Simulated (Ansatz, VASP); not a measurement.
**In3GaN2: VASP beside Ansatz**

File INCAR:

```
PREC     = Accurate       # precision mode
ENCUT    = 520            # plane-wave cutoff, eV
EDIFF    = 1E-7           # SCF threshold, eV
ISMEAR   = 0              # smearing method
SIGMA    = 0.1            # smearing width, eV
LREAL    = False          # projectors in reciprocal space
LASPH    = True           # aspherical terms in the spheres
NELM     = 150            # most SCF steps
ALGO     = Normal         # electronic algorithm
ISIF     = 2              # what is computed and relaxed
LWAVE    = False          # write WAVECAR
LCHARG   = False          # write CHGCAR
ISPIN    = 2              # spin polarisation
MAGMOM   = 0 0 0 0 1 1    # initial moments
LORBIT   = 11             # projections on sites
GGA      = PE             # functional
NBANDS   = 44             # bands
```

Contents of KPOINTS:

```
Automatic mesh
0
Gamma
  6 6 4
```

File POSCAR:

```
In3GaN2
1.0
    5.5729592393      0.0000000000      0.0000000000
   -2.7864796196      4.8263242754      0.0000000000
    0.0000000000      0.0000000000      6.0118641372
In Ga N
3 1 2
Direct
    0.0000000000      0.0000000000      0.5000000000
    0.3333333333      0.6666666667      0.0000000000
    0.3333333333      0.6666666667      0.5000000000
    0.0000000000      0.0000000000      0.0000000000
    0.6666666667      0.3333333333      0.4071384685
    0.6666666667      0.3333333333      0.5928615315
```

Input for Ansatz:

```yaml
crystal:
  lattice:
    - [5.5729592393, 0.0, 0.0]
    - [-2.7864796196, 4.8263242754, 0.0]
    - [0.0, 0.0, 6.0118641372]
  atoms:
    - { symbol: In, position: [0.0, 0.0, 0.5] }
    - { symbol: In, position: [0.3333333333, 0.6666666667, 0.0] }
    - { symbol: In, position: [0.3333333333, 0.6666666667, 0.5] }
    - { symbol: Ga, position: [0.0, 0.0, 0.0] }
    - { symbol: "N", position: [0.6666666667, 0.3333333333, 0.4071384685], spin: 1.0 }
    - { symbol: "N", position: [0.6666666667, 0.3333333333, 0.5928615315], spin: 1.0 }
basis:
  ecutwfc: 420
kpoints:
  mp_grid: { grid: [6, 6, 4] }
hamiltonian:
  xc: pbe
scf:
  occupations: { method: gaussian, width: 0.1 }
  lower_state_search: "off"
output:
  forces: true
  stress: true
  eigenvalues: true
  populations: true
magnetization:
  spin_polarized: true
```

Change from the starting cell: species swapped into the Ce2NiGe3 type (P-6m2, No. 187).

Alike in both runs: task single point; functional PBE; k mesh 6 × 6 × 4; occupations gaussian, width 0.1 eV; collinear spin.

|  | VASP | Ansatz |
| --- | --- | --- |
| version | VASP 6.6.1 | Ansatz 0.2.0 |
| potentials or method | VASP PAW PBE potentials, release 64 (In_d, Ga_d, N), cutoff 520 eV | scalar-relativistic, plane waves, PAW |
| valence electrons in the cell | 62 | 62 |

|  | VASP | Ansatz | Ansatz less VASP |
| --- | --- | --- | --- |
| gap on the k mesh at the Fermi level (eV) | none | none | - |
| pressure (GPa) | 0.5 | 0.0 | -0.47 |
| traceless stress, the component that is largest in VASP (GPa) | 0.84 | -0.20 | -1.042 |
| rms of the force components (eV/Å) | 0.474 | 0.008 | -0.4665 |
| net moment per atom (μB) | 0.00 | 0.00 | 0.000 |

Atom by atom the forces differ by 0.482 eV/Å (rms over components). A gap of «none» marks a metal or a gap that the smearing closes. One of these differences is far larger than is usual between the two programs; its cause wasn't traced. Ansatz's warnings: seeded moment not kept.

Noted on VASP's run: the standard files for N, O and F lose accuracy on very short bonds.
